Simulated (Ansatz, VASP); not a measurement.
**Two plane-wave programs on Rh**

File INCAR:

```
PREC     = Accurate       # precision mode
ENCUT    = 600            # plane-wave cutoff, eV
EDIFF    = 1E-7           # SCF threshold, eV
ISMEAR   = -1             # smearing method
SIGMA    = 0.1            # smearing width, eV
LREAL    = F              # projectors in reciprocal space
LASPH    = T              # aspherical terms in the spheres
NELM     = 100            # most SCF steps
ALGO     = Normal         # electronic algorithm
ISIF     = 3              # what is computed and relaxed
LWAVE    = F              # write WAVECAR
LCHARG   = F              # write CHGCAR
GGA      = PS             # functional
IBRION   = 2              # ionic algorithm
NSW      = 100            # ionic steps
EDIFFG   = -0.002         # ionic threshold
```

Contents of KPOINTS:

```
Automatic mesh
0
Gamma
  20 20 20
```

Contents of POSCAR:

```
Rh
1.0
    0.0000000000      1.8978500000      1.8978500000
    1.8978500000      0.0000000000      1.8978500000
    1.8978500000      1.8978500000      0.0000000000
Rh
1
Direct
    0.0000000000      0.0000000000      0.0000000000
```

Input for Ansatz:

```yaml
crystal:
  lattice:
    - [0.0, 1.89785, 1.89785]
    - [1.89785, 0.0, 1.89785]
    - [1.89785, 1.89785, 0.0]
  atoms:
    - { symbol: Rh, position: [0.0, 0.0, 0.0] }
kpoints:
  mp_grid: { grid: [20, 20, 20] }
scf:
  occupations: { method: fermi_dirac, width: 0.1 }
hamiltonian:
  xc: pbesol
  pseudopotentials: { kind: paw }
relax:
  f_tol: 0.002
  max_steps: 80
  cell: {}
output:
  forces: true
  stress: true
```

Alike in both runs: task relaxation of cell and atoms; functional PBEsol; k mesh 20 × 20 × 20; occupations fermi-dirac, width 0.1 eV; no spin polarisation.

|  | VASP | Ansatz |
| --- | --- | --- |
| version | VASP 6.6.1 | Ansatz 0.2.0 |
| potentials or method | VASP PAW PBE potentials, release 64 (Rh_pv) | PAW with Ansatz's default frozen-core files, scalar-relativistic |
| plane-wave cutoff (eV) | 600 | 420 |
| valence electrons in the cell | 15 | 17 |

VASP gave:

```
relaxed volume (Å³/atom)                                     : 13.51
relaxed cell length with the largest relative difference (Å) : 2.674
```

Question: Which values does Ansatz return?

Answer: Relaxed volume (Å³/atom): 13.52; relaxed cell length with the largest relative difference (Å): 2.674.

VASP's potentials were made for PBE, not for PBEsol. VASP's potentials hold 15 valence electrons a cell and Ansatz's 17, so a difference there can come from the potentials and not from the codes.
